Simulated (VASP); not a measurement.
# Ir in VASP: further runs, part 2 of 2

VASP 6.6.1. Earlier steps stand in the parts before.

**5. Electric field gradients, PBEsol (zz strain of +1 %)**

INCAR reads:

```
PREC     = Accurate       # precision mode
ENCUT    = 520            # plane-wave cutoff, eV
EDIFF    = 1E-8           # SCF threshold, eV
ISMEAR   = -1             # smearing method
SIGMA    = 0.05           # smearing width, eV
LREAL    = F              # projectors in reciprocal space
LASPH    = T              # aspherical terms in the spheres
NELM     = 80             # most SCF steps
ALGO     = Normal         # electronic algorithm
ISIF     = 2              # what is computed and relaxed
LWAVE    = F              # write WAVECAR
LCHARG   = F              # write CHGCAR
GGA      = PS             # functional
LEFG     = T            
NBANDS   = 10             # bands
```

KPOINTS reads:

```
regular mesh
0
Gamma
  18 18 18
```

POSCAR reads:

```
Ir
1.0
    0.0000000000      1.9197000000      1.9388970000
    1.9197000000      0.0000000000      1.9388970000
    1.9197000000      1.9197000000      0.0000000000
Ir
1
Direct
    0.0000000000      0.0000000000      0.0000000000
```

Potentials or basis: VASP PAW PBE potentials, release 64 (Ir).

The run is started by

```bash
cat potpaw_PBE.64/Ir/POTCAR > POTCAR
mpirun -np 1 vasp_std > vasp.out
```

OUTCAR:

```text
PREC = Accurate
   ENCUT = 520
   EDIFF = 1E-8
   ISMEAR = -1
   LREAL = F
   LASPH = T
   NELM = 80
   ISIF = 2
   GGA = PS

 ion  position               nearest neighbor table
   1  0.000  0.000  0.000-

  LATTYP: Found a body centered tetragonal cell.
 ALAT       =     2.7148657757
 C/A-ratio  =     1.4283556980

  Lattice vectors:

 A1 = (  -1.9197000000,   0.0000000000,   1.9388970000)
 A2 = (   1.9197000000,   0.0000000000,   1.9388970000)
 A3 = (   0.0000000000,   1.9197000000,  -1.9388970000)

Analysis of symmetry for initial positions (statically):
=====================================================================
 Subroutine PRICEL returns:
 Original cell was already a primitive cell.

 Routine SETGRP: Setting up the symmetry group for a
 body centered tetragonal supercell.

 Subroutine GETGRP returns: Found 16 space group operations
 (whereof 16 operations were pure point group operations)
 out of a pool of 16 trial point group operations.

The static configuration has the point symmetry D_4h.

Analysis of symmetry for dynamics (positions and initial velocities):
=====================================================================
 Subroutine PRICEL returns:
 Original cell was already a primitive cell.

 Routine SETGRP: Setting up the symmetry group for a
 body centered tetragonal supercell.

 Subroutine GETGRP returns: Found 16 space group operations
 (whereof 16 operations were pure point group operations)
 out of a pool of 16 trial point group operations.

The dynamic configuration has the point symmetry D_4h.

 Subroutine INISYM returns: Found 16 space group operations
 (whereof 16 operations are pure point group operations),
[... 149 lines left out ...]
  band No.  band energies     occupation
      1      -1.0103      2.00000
      2       6.1424      2.00000
      3       6.2715      2.00000
      4       6.2715      2.00000
      5       8.8131      2.00000
      6       8.9864      2.00000
      7      24.4112      0.00000
      8      29.7158      0.00000
      9      30.0273      0.00000
     10      30.0273      0.00000
[... 287 lines left out ...]
 k-point    24 :      -0.2222    0.0556    0.0000
  band No.  band energies     occupation
      1       1.1975      2.00000
      2       5.5635      2.00000
      3       6.6245      2.00000
      4       6.8325      2.00000
      5       8.6440      2.00000
      6       9.4334      2.00000
      7      24.1289      0.00000
      8      26.9652      0.00000
      9      31.8721      0.00000
     10      33.3101      0.00000

 [... further k-points ...]
[... 5 lines left out ...]
  --------------------------------------------------------------------------------------
  -------------------------------------------------------------------------------------
  Total       -0.3688770     -0.3688770     -0.7104607      0.0000000     -0.0000000      0.0000000
  in kB      -41.3562069    -41.3562069    -79.6524519      0.0000000     -0.0000000      0.0000000
  external PRESSURE =     -54.1216219 kB  Pullay stress =       0.0000000 kB

 VOLUME and BASIS-vectors are now :
 -----------------------------------------------------------------------------
  energy-cutoff  :      520.00
  volume of cell :       14.29
      direct lattice vectors                 reciprocal lattice vectors
     0.000000000  1.919700000  1.938897000    -0.260457363  0.260457363  0.257878577
     1.919700000  0.000000000  1.938897000     0.260457363 -0.260457363  0.257878577
     1.919700000  1.919700000  0.000000000     0.260457363  0.260457363 -0.257878577

 POSITION                                       TOTAL-FORCE (eV/Angst)
 -----------------------------------------------------------------------------------
      0.00000      0.00000      0.00000         0.000000      0.000000      0.000000
 -----------------------------------------------------------------------------------
    total drift:                                0.000000      0.000000     -0.000000

  FREE ENERGIE OF THE ION-ELECTRON SYSTEM (eV)
  ---------------------------------------------------
  free  energy   TOTEN  =        -9.8204135629 eV

  energy  without entropy=       -9.8120693318  energy(sigma->0) =       -9.81624145

 Electric field gradients (V/A^2)
---------------------------------------------------------------------
 ion       V_xx      V_yy      V_zz      V_xy      V_xz      V_yz
---------------------------------------------------------------------
   1      -3.886    -3.886     7.771     0.000     0.000     0.000
---------------------------------------------------------------------

 Electric field gradients after diagonalization (V/A^2)
 (convention: |V_zz| > |V_xx| > |V_yy|)
----------------------------------------------------------------------
 ion       V_xx      V_yy      V_zz     asymmetry (V_yy - V_xx)/ V_zz
----------------------------------------------------------------------
   1      -3.886    -3.885     7.771       0.000
----------------------------------------------------------------------

           NMR quadrupolar parameters

 Cq : quadrupolar parameter    Cq=e*Q*V_zz/h
 eta: asymmetry parameters     (V_yy - V_xx)/ V_zz
 Q  : nuclear electric quadrupole moment in mb (millibarn)
----------------------------------------------------------------------
 ion       Cq(MHz)       eta       Q (mb)
----------------------------------------------------------------------
   1       0.019       0.000       1.000
----------------------------------------------------------------------
```

OSZICAR:

```text
N       E                     dE             d eps       ncg     rms          rms(c)
DAV:   1     0.471269738351E+02    0.47127E+02   -0.43789E+03  9696   0.819E+02
DAV:   2    -0.954344748589E+01   -0.56670E+02   -0.53613E+02  9836   0.195E+02
DAV:   3    -0.104517908107E+02   -0.90834E+00   -0.90513E+00 11328   0.302E+01
DAV:   4    -0.104597414529E+02   -0.79506E-02   -0.79493E-02 10836   0.258E+00
DAV:   5    -0.104599007749E+02   -0.15932E-03   -0.15932E-03 10914   0.351E-01    0.154E+01
DAV:   6    -0.992015275507E+01    0.53975E+00   -0.98120E-01 10752   0.120E+01    0.598E+00
DAV:   7    -0.982744966972E+01    0.92703E-01   -0.27891E-01 11434   0.580E+00    0.147E+00
DAV:   8    -0.982491841646E+01    0.25313E-02   -0.19640E-03 10282   0.444E-01    0.115E+00
DAV:   9    -0.982041781424E+01    0.45006E-02   -0.22647E-03 10548   0.683E-01    0.259E-02
DAV:  10    -0.982041193422E+01    0.58800E-05   -0.12545E-05 13828   0.357E-02    0.154E-02
DAV:  11    -0.982041352364E+01   -0.15894E-05   -0.10703E-06 10500   0.649E-03    0.142E-03
DAV:  12    -0.982041354502E+01   -0.21377E-07   -0.22882E-08 12570   0.158E-03    0.101E-03
DAV:  13    -0.982041355808E+01   -0.13063E-07   -0.13765E-09  5634   0.335E-04    0.108E-04
DAV:  14    -0.982041356290E+01   -0.48180E-08   -0.11503E-10  5092   0.138E-04
   1 F= -.98204136E+01 E0= -.98162414E+01  d E =-.834423E-02
```

It took 34 s on 1 thread of Intel Xeon 6975P-C, shared host; peak memory 0.19 GiB.

Results:

```yaml
Free_energy: -9.8204 eV
Pressure: -5.4 GPa
```

Electric field gradients, principal values (V/Å²):
| atom | least | middle | greatest (by size) |
| --- | --- | --- | --- |
| 1 Ir | -3.885 | -3.886 | 7.771 |

Caveat: the cell differs from its parent crystal (zz strain of +1 %); without QUAD_EFG the Cq values of the log hold for a quadrupole moment of 1 mb, not for the nuclei; the PAW data sets were made with another functional, which shifts forces and pressure a little; spin-orbit coupling is left out, which moves the levels of the heavy elements.

**6. The runs side by side**

```csv
task,cell,k mesh for the DOS,occupations for the DOS,gap on the mesh (eV),pressure (GPa)
electric field gradients,"a = 2.768 Å, angles 60.0°, 1 atom",-,-,none,-20.8
density of states,"a = 2.715 Å, angles 60.0°, 1 atom",27 × 27 × 27,tetrahedron,-,-
electric field gradients,"a = 2.688, b = 2.688, c = 2.715 Å, angles 59.7, 59.7, 60.7°, 1 atom",-,-,none,6.5
electric field gradients,"a = 2.728, b = 2.728, c = 2.715 Å, angles 60.2, 60.2, 59.7°, 1 atom",-,-,none,-5.4
```

Alike in all rows: level PBEsol; potentials or basis VASP PAW PBE potentials, release 64 (Ir); no spin polarisation; k mesh 18 × 18 × 18; cutoff (eV) 520; smearing fermi-dirac 0.05 eV.

Caveats: the PAW data sets were made with another functional, which shifts forces and pressure a little; spin-orbit coupling is left out, which moves the levels of the heavy elements.

Absolute energies hang on the potentials; compare differences alone.
